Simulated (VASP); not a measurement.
# B33N32 (a cell with a defect) in VASP: relaxation of the atoms with PBEsol

Aim: the relaxation of the atoms of B33N32 (a cell with a defect) with PBEsol.

Program: VASP 6.6.1. These are calculated values, not measurements. Logs are shortened: lines on timing, memory, paths and dates and some standing lists are left out, and cuts for length are marked.

### Step 1. The cell of the first run

The cell holds a defect, 65 atoms: a = 7.212 Å, b = 7.212 Å, c = 7.212 Å, α = 90.00°, β = 90.00°, γ = 90.00°.

### Step 2. Relaxation of the atoms, PBEsol, collinear spin

Contents of INCAR:

```
PREC = Accurate
ENCUT = 520
EDIFF = 1E-7
ISMEAR = -1
SIGMA = 0.05
LREAL = Auto
LASPH = T
NELM = 200
ALGO = Normal
ISIF = 2
LWAVE = F
LCHARG = F
ISPIN = 2
MAGMOM = 0 0 0 0 0 0 0 0.091 0 0.091 0 0 0 0 0 0 0 0 0.091 0 0 0 0 0 0 0 0 0 0.091 0 0 0 0.091 0 0 0 0 0 0 0 0 0.091 0.091 0 0 0 0 0 0 0.091 0 0.091 0 0 0 0 0 0.091 0 0 0 0.091 0 0 0
LORBIT = 11
GGA = PS
IBRION = 2
NSW = 100
EDIFFG = -0.03
NELECT = 257.0
ISYM = -1
GGA_COMPAT = F
NELMIN = 4
KPAR = 1
```

Contents of KPOINTS:

```
explicit points
1
Reciprocal
  0.25000000   0.25000000   0.25000000 1
```

Contents of POSCAR:

```
B33N32
1.0
    7.2115910000      0.0000000000      0.0000000000
    0.0000000000      7.2115910000      0.0000000000
    0.0000000000      0.0000000000      7.2115910000
B N
33 32
Direct
    0.0011530000      0.9997150000      0.9959300000
    0.0028730000      0.0020140000      0.4937990000
    0.0012700000      0.5026420000      0.0028630000
    0.0004900000      0.4997070000      0.5016910000
    0.5008700000      0.0012820000      0.0001440000
    0.5040050000      0.0049520000      0.4961930000
    0.5027700000      0.4933040000      0.9998870000
    0.5034430000      0.4959340000      0.5037240000
    0.2510850000      0.2504040000      0.0013770000
    0.2484430000      0.2541160000      0.5014650000
    0.2547220000      0.7527740000      0.9953270000
    0.2493760000      0.7500060000      0.4982700000
    0.7493970000      0.2561410000      0.9957200000
    0.7537710000      0.2520490000      0.4987110000
    0.7498630000      0.7529670000      0.0010770000
    0.7516130000      0.7494310000      0.5022040000
    0.2487400000      0.0015530000      0.2527070000
    0.2488180000      0.0016730000      0.7529720000
    0.2469000000      0.5046810000      0.2522430000
    0.2513550000      0.5031470000      0.7531330000
    0.7552600000      0.0004640000      0.2481890000
    0.7513970000      0.0034040000      0.7498410000
    0.7517040000      0.5005910000      0.2509080000
    0.7536480000      0.5051680000      0.7484920000
    0.9984550000      0.2485540000      0.2500330000
    0.0013570000      0.2494230000      0.7474940000
    0.9960110000      0.7514660000      0.2447120000
    0.9970460000      0.7545150000      0.7488350000
    0.5006410000      0.2511290000      0.2517920000
    0.4962910000      0.2488950000      0.7521260000
    0.4969020000      0.7492470000      0.2556910000
    0.4998470000      0.7493230000      0.7508530000
    0.3735200000      0.3724350000      0.3723760000
    0.1275450000      0.1245220000      0.1243570000
    0.1271120000      0.1263560000      0.6256330000
    0.1230280000      0.6201270000      0.1268990000
    0.1189200000      0.6253900000      0.6285580000
    0.6212820000      0.1185030000      0.1251690000
    0.6228890000      0.1270950000      0.6235670000
    0.6238120000      0.6247390000      0.1224380000
    0.6286760000      0.6249350000      0.6237830000
    0.3820050000      0.3685130000      0.1254550000
    0.3751830000      0.3756510000      0.6225410000
    0.3708210000      0.8750750000      0.1261010000
    0.3763960000      0.8771000000      0.6276460000
    0.8741100000      0.3728460000      0.1285860000
    0.8766970000      0.3783230000      0.6241860000
    0.8694370000      0.8711090000      0.1252000000
    0.8774840000      0.8740090000      0.6258200000
    0.3744820000      0.1253020000      0.3716870000
    0.3793260000      0.1289970000      0.8820610000
    0.3751750000      0.6280130000      0.3753840000
    0.3712940000      0.6264070000      0.8723410000
    0.8768030000      0.1223800000      0.3719500000
    0.8807850000      0.1273900000      0.8747960000
    0.8765720000      0.6223850000      0.3751130000
    0.8734970000      0.6265780000      0.8734730000
    0.1272530000      0.3753000000      0.3750480000
    0.1240030000      0.3712860000      0.8684990000
    0.1248660000      0.8749050000      0.3769740000
    0.1293760000      0.8719880000      0.8691440000
    0.6262470000      0.3728140000      0.3755080000
    0.6236280000      0.3762500000      0.8732430000
    0.6252660000      0.8759070000      0.3737270000
    0.6199260000      0.8717690000      0.8772400000
```

Potentials or basis: VASP PAW PBE potentials, release 64 (B, N).

Launch:

```
$ cat potpaw_PBE.64/B/POTCAR potpaw_PBE.64/N/POTCAR > POTCAR
$ mpirun -np 4 vasp_std > vasp.out
```

OUTCAR:

```text
PREC = Accurate
   ENCUT = 520
   EDIFF = 1E-7
   ISMEAR = -1
   LREAL = Auto
   LASPH = T
   NELM = 200
   ISIF = 2
   ISPIN = 2
   LORBIT = 11
   GGA = PS
   IBRION = 2
   NSW = 100
   EDIFFG = -0.03
   NELECT = 257.0
   ISYM = -1
   NELMIN = 4

 ion  position               nearest neighbor table
   1  0.001  1.000  0.996-  55 1.54  34 1.58  61 1.59  48 1.62
   2  0.003  0.002  0.494-  60 1.52  54 1.53  35 1.58  49 1.61
   3  0.001  0.503  0.003-  36 1.51  57 1.59  46 1.59  59 1.62
   4  0.000  0.500  0.502-  47 1.53  37 1.55  56 1.55  58 1.57
   5  0.501  0.001  0.000-  38 1.51  51 1.53  65 1.55  44 1.59
   6  0.504  0.005  0.496-  39 1.53  64 1.55  50 1.56  45 1.61
   7  0.503  0.493  1.000-  63 1.52  42 1.55  40 1.56  53 1.63
   8  0.503  0.496  0.504-  43 1.53  62 1.56  41 1.56  33 1.60  52 1.62
   9  0.251  0.250  0.001-  51 1.54  34 1.55  42 1.55  59 1.59
  10  0.248  0.254  0.501-  58 1.54  43 1.54  33 1.55  35 1.55  50 1.60
  11  0.255  0.753  0.995-  53 1.52  44 1.54  61 1.54  36 1.65
  12  0.249  0.750  0.498-  52 1.54  60 1.54  45 1.60  37 1.60
  13  0.749  0.256  0.996-  63 1.53  46 1.56  55 1.59  38 1.65
  14  0.754  0.252  0.499-  62 1.55  47 1.56  54 1.58  39 1.59
  15  0.750  0.753  0.001-  48 1.51  65 1.55  40 1.56  57 1.57
  16  0.752  0.749  0.502-  41 1.54  49 1.56  56 1.58  64 1.59
  17  0.249  0.002  0.253-  50 1.53  34 1.55  60 1.56  44 1.56
  18  0.249  0.002  0.753-  61 1.52  35 1.56  45 1.57  51 1.61
  19  0.247  0.505  0.252-  36 1.52  58 1.55  52 1.56  33 1.58  42 1.66
  20  0.251  0.503  0.753-  53 1.51  59 1.56  37 1.58  43 1.59
  21  0.755  0.000  0.248-  48 1.53  54 1.53  38 1.56  64 1.58
  22  0.751  0.003  0.750-  55 1.58  39 1.58  49 1.58  65 1.63
  23  0.752  0.501  0.251-  56 1.54  46 1.55  62 1.57  40 1.58
  24  0.754  0.505  0.748-  57 1.53  41 1.54  47 1.56  63 1.60
  25  0.998  0.249  0.250-  54 1.54  46 1.54  34 1.58  58 1.58
  26  0.001  0.249  0.747-  59 1.52  55 1.54  35 1.54  47 1.57
  27  0.996  0.751  0.245-  48 1.52  36 1.57  56 1.58  60 1.60
  28  0.997  0.755  0.749-  49 1.51  61 1.54  37 1.55  57 1.57
  29  0.501  0.251  0.252-  42 1.51  33 1.54  62 1.54  50 1.55  38 1.58
  30  0.496  0.249  0.752-  51 1.53  63 1.57  39 1.57  43 1.57
  31  0.497  0.749  0.256-  52 1.51  64 1.55  44 1.59  40 1.60
  32  0.500  0.749  0.751-  65 1.54  53 1.55  45 1.56  41 1.58
  33  0.374  0.372  0.372-  29 1.54  10 1.55  19 1.58   8 1.60  58 1.78  42 1.78  50 1.78  43 1.80
                            62 1.82  52 1.84
  34  0.128  0.125  0.124-   9 1.55  17 1.55  25 1.58   1 1.58
  35  0.127  0.126  0.626-  26 1.54  10 1.55  18 1.56   2 1.58
  36  0.123  0.620  0.127-   3 1.51  19 1.52  27 1.57  11 1.65
  37  0.119  0.625  0.629-   4 1.55  28 1.55  20 1.58  12 1.60
  38  0.621  0.119  0.125-   5 1.51  21 1.56  29 1.58  13 1.65
  39  0.623  0.127  0.624-   6 1.53  30 1.57  22 1.58  14 1.59
  40  0.624  0.625  0.122-   7 1.56  15 1.56  23 1.58  31 1.60
  41  0.629  0.625  0.624-  16 1.54  24 1.54   8 1.56  32 1.58
  42  0.382  0.369  0.125-  29 1.51   7 1.55   9 1.55  19 1.66  33 1.78
  43  0.375  0.376  0.623-   8 1.53  10 1.54  30 1.57  20 1.59  33 1.80
  44  0.371  0.875  0.126-  11 1.54  17 1.56  31 1.59   5 1.59
  45  0.376  0.877  0.628-  32 1.56  18 1.57  12 1.60   6 1.61
[... 540 lines left out ...]
  FREE ENERGIE OF THE ION-ELECTRON SYSTEM (eV)
  ---------------------------------------------------
  free  energy   TOTEN  =      -600.5074035286 eV

  energy  without entropy=     -600.4970959376  energy(sigma->0) =     -600.50224973

[... ionic steps 4 to 24 ...]

--------------------------------------- Ionic step       25  -------------------------------------------

 number of electron     257.0000037 magnetization       0.9999806

------------------------ aborting loop because EDIFF is reached ----------------------------------------
[... 193 lines left out ...]
--------------------------------------- Ionic step       27  -------------------------------------------

 number of electron     257.0000037 magnetization       0.9999806

 Free energy of the ion-electron system (eV)
  ---------------------------------------------------
  ext. energy  EPLUGINS =         0.00000000
  ---------------------------------------------------
  free energy    TOTEN  =      -603.43067392 eV

  energy without entropy =     -603.43066178  energy(sigma->0) =     -603.43066785

 E-fermi :  10.6718     XC(G=0): -13.0823

 val. band max:       10.0945015958   @ k =   0.2500   0.2500   0.2500
 cond. band min:      11.2490199750   @ k =   0.2500   0.2500   0.2500
 fundamental gap:      1.1545183793
 Fermi energy:        10.6717607173

 spin component 1

 k-point     1 :       0.2500    0.2500    0.2500
  band No.  band energies     occupation
      1     -12.9784      1.00000
      2     -11.8299      1.00000
      3     -11.5193      1.00000
      4     -11.5159      1.00000
      5     -10.7132      1.00000
      6     -10.5371      1.00000
[... 132 lines left out ...]
    139      15.1264      0.00000
    140      15.6377      0.00000
 Fermi energy:        10.6717607173

 spin component 2

 k-point     1 :       0.2500    0.2500    0.2500
  band No.  band energies     occupation
      1     -12.8583      1.00000
      2     -11.7804      1.00000
      3     -11.4936      1.00000
      4     -11.4905      1.00000
      5     -10.6869      1.00000
      6     -10.5174      1.00000
[... 132 lines left out ...]
    139      15.3216      0.00000
    140      15.6750      0.00000
 [bands above 140 left out]

------------------------ aborting loop because EDIFF is reached ----------------------------------------

  FORCE on cell =-STRESS in cart. coord.  units (eV):
  Direction    XX          YY          ZZ          XY          YZ          ZX
  --------------------------------------------------------------------------------------
  -------------------------------------------------------------------------------------
  Total       -5.9146751     -5.9415976     -5.9174616     -0.6935003     -0.7026517     -0.5700068
  in kB      -25.2666816    -25.3816910    -25.2785854     -2.9625383     -3.0016317     -2.4349908
  external PRESSURE =     -25.3089860 kB  Pullay stress =       0.0000000 kB
[... 80 lines left out ...]
  FREE ENERGIE OF THE ION-ELECTRON SYSTEM (eV)
  ---------------------------------------------------
  free  energy   TOTEN  =      -603.4306739233 eV

  energy  without entropy=     -603.4306617765  energy(sigma->0) =     -603.43066785

 reached required accuracy - stopping structural energy minimisation

 total charge

# of ion       s       p       d       tot
------------------------------------------
    1        0.678   1.374   0.000   2.052
    2        0.674   1.360   0.000   2.034
    3        0.674   1.360   0.000   2.034
    4        0.672   1.332   0.000   2.004
    5        0.674   1.360   0.000   2.034
    6        0.672   1.331   0.000   2.003
[... 57 lines left out ...]
   64        1.207   2.761   0.000   3.968
   65        1.206   2.759   0.000   3.965
--------------------------------------------------
tot         61.046 133.443   0.000 194.489

 magnetization (x)

# of ion       s       p       d       tot
------------------------------------------
    1        0.000   0.003   0.000   0.004
    2        0.000   0.001   0.000   0.002
    3        0.000   0.001   0.000   0.002
    4        0.000   0.001   0.000   0.002
    5        0.000   0.001   0.000   0.002
    6        0.000   0.001   0.000   0.002
[... 57 lines left out ...]
   64       -0.000   0.001   0.000   0.001
   65       -0.000  -0.000   0.000  -0.000
--------------------------------------------------
tot          0.072   0.607   0.000   0.679
```

Run time: 16 min. Hardware: 4 MPI ranks of Intel Xeon Platinum 8488C (Sapphire Rapids), shared host; peak memory 0.26 GiB.

What came out:

```yaml
Free_energy: -603.4307 eV
Energy_gained_by_relaxing: 91.1 meV/atom
Ionic_steps: 27
Largest_force_after_relaxing: 0.020 eV/Å
Net_moment: 1.00 μB per cell
Site_moments: B +0.00, +0.02, +0.01, -0.00, +0.39 (each value once); N +0.01, +0.00, +0.02, -0.00 (each value once) μB
Valence_electrons_inside_the_program's_atomic_spheres: B 2.05, 2.03, 2.00, 1.99, 2.06, 2.04, 2.31 (each value once); N 3.96, 3.99, 3.92, 3.98, 3.97 (each value once)
```

Forces in eV/Å, atoms in the order of the input:
```
B   -0.004  0.000 -0.001
B   -0.004 -0.001  0.006
B    0.000  0.007 -0.001
B    0.002  0.000  0.006
B    0.012 -0.004 -0.008
B   -0.007  0.005 -0.005
B    0.007  0.002  0.003
B   -0.002  0.001 -0.002
B   -0.003 -0.004  0.003
B   -0.014  0.004 -0.004
B   -0.005 -0.001  0.000
B    0.001  0.000  0.000
B    0.003 -0.002 -0.001
B    0.001  0.005 -0.005
B    0.006 -0.001 -0.003
B    0.000  0.003 -0.009
B    0.001  0.000 -0.002
B   -0.007  0.002 -0.003
B   -0.005 -0.005  0.001
B    0.003 -0.002  0.004
B    0.001  0.003 -0.001
B   -0.003  0.005 -0.003
B    0.009  0.000  0.002
B    0.003 -0.006  0.003
B    0.002  0.001  0.000
B   -0.001  0.000  0.002
B    0.000  0.002  0.001
B    0.000 -0.006  0.000
B    0.004  0.006 -0.018
B   -0.003  0.005  0.000
B    0.003  0.002  0.001
B   -0.007  0.003  0.001
B    0.004  0.006  0.007
N    0.004 -0.002  0.010
N    0.002  0.003 -0.002
N    0.001 -0.003  0.006
N    0.005 -0.002  0.005
N   -0.001 -0.001 -0.003
N   -0.007  0.002 -0.003
N    0.000  0.001  0.002
N   -0.003  0.001  0.002
N    0.009 -0.003  0.006
N    0.000  0.001  0.001
N    0.009 -0.003  0.001
N   -0.003  0.002 -0.003
N    0.003  0.003  0.006
N   -0.003  0.000 -0.004
N   -0.001 -0.004  0.001
N   -0.006 -0.002 -0.001
N   -0.001  0.000  0.001
N    0.009  0.001 -0.006
N    0.002  0.000  0.000
N   -0.004 -0.001  0.004
N   -0.006 -0.001  0.007
N   -0.007 -0.008 -0.006
N    0.005 -0.001  0.000
N   -0.001 -0.003 -0.001
N    0.007 -0.005  0.007
N    0.008  0.004  0.001
N    0.000 -0.003  0.006
N   -0.003 -0.010 -0.003
N   -0.005  0.002 -0.002
N   -0.008 -0.003  0.002
N   -0.003  0.004 -0.003
N   -0.001 -0.001 -0.008
```

Step by step:
```tsv
step	energy change (eV)	largest force (eV/Å)	pressure (GPa)
1	0.0000	8.2452	-0.53
2	5.9906	23.6205	4.05
3	-2.9976	2.6983	-2.30
4	-3.2478	2.3582	-2.74
5	-3.4811	1.4224	-2.75
6	-3.7535	2.1462	-2.70
7	-3.7563	2.1947	-2.67
8	-3.9877	2.4750	-2.64
9	-4.2463	2.7627	-2.05
10	-4.2688	2.6914	-2.30
11	-4.5544	2.5846	-2.31
12	-4.8798	1.6453	-2.08
13	-5.1913	1.1075	-2.20
14	-5.3614	1.4413	-2.21
15	-5.5833	1.3520	-2.39
16	-5.6853	1.1775	-2.51
17	-5.8216	0.7246	-2.52
18	-5.8366	0.7417	-2.50
19	-5.8914	0.2954	-2.54
20	-5.8984	0.2762	-2.54
21	-5.9165	0.1126	-2.54
22	-5.9166	0.1314	-2.54
23	-5.9199	0.0559	-2.54
24	-5.9199	0.0587	-2.54
25	-5.9206	0.0300	-2.53
26	-5.9207	0.0327	-2.53
27	-5.9209	0.0198	-2.53
```

Final structure:
```
CELL_PARAMETERS angstrom
7.21159 0.00000 0.00000
0.00000 7.21159 0.00000
0.00000 0.00000 7.21159
ATOMIC_POSITIONS crystal
B 0.99833 0.99831 0.99779
B 0.99991 0.99983 0.50033
B 0.99980 0.50086 0.99929
B 0.99921 0.50571 0.50515
B 0.50081 0.99987 0.99943
B 0.50590 0.99907 0.50535
B 0.50569 0.50569 0.99867
B 0.50166 0.50159 0.50115
B 0.24588 0.24597 0.99199
B 0.25061 0.25022 0.52855
B 0.25128 0.75314 0.99804
B 0.25077 0.75459 0.50266
B 0.75309 0.25126 0.99811
B 0.75468 0.25068 0.50276
B 0.75111 0.75115 0.99988
B 0.75132 0.75121 0.50148
B 0.24590 0.99258 0.24539
B 0.25134 0.99857 0.75264
B 0.25038 0.52912 0.24975
B 0.25073 0.50320 0.75402
B 0.75315 0.99856 0.25077
B 0.75124 0.00029 0.75074
B 0.75452 0.50316 0.25023
B 0.75129 0.50196 0.75073
B 0.99253 0.24593 0.24534
B 0.99863 0.25124 0.75258
B 0.99858 0.75311 0.25070
B 0.00038 0.75119 0.75064
B 0.52905 0.25020 0.25019
B 0.50327 0.25069 0.75414
B 0.50317 0.75457 0.25026
B 0.50202 0.75121 0.75077
B 0.30388 0.30397 0.30335
N 0.12295 0.12300 0.12240
N 0.12468 0.12457 0.62989
N 0.12458 0.63046 0.12400
N 0.12770 0.62675 0.62617
N 0.63039 0.12461 0.12418
N 0.62685 0.12764 0.62632
N 0.62669 0.62671 0.12720
N 0.62623 0.62615 0.62567
N 0.37174 0.37195 0.12091
N 0.37762 0.37751 0.63210
N 0.37647 0.87608 0.12456
N 0.37683 0.87777 0.62618
N 0.87601 0.37651 0.12449
N 0.87787 0.37674 0.62615
N 0.87552 0.87553 0.12547
N 0.87631 0.87624 0.62580
N 0.37194 0.12150 0.37141
N 0.37650 0.12506 0.87561
N 0.37755 0.63257 0.37704
N 0.37678 0.62664 0.87725
N 0.87612 0.12503 0.37598
N 0.87557 0.12601 0.87505
N 0.87779 0.62664 0.37621
N 0.87623 0.62633 0.87572
N 0.12145 0.37193 0.37124
N 0.12500 0.37652 0.87549
N 0.12507 0.87607 0.37596
N 0.12604 0.87557 0.87500
N 0.63264 0.37749 0.37714
N 0.62670 0.37675 0.87730
N 0.62671 0.87776 0.37629
N 0.62629 0.87624 0.87582
```

Caveat: the cell carries a net charge on a neutralising background, which shifts energy and pressure; the cell is charged against a uniform background, so pressure and absolute levels hang on convention; the PAW data sets were made with another functional, which shifts forces and pressure a little.
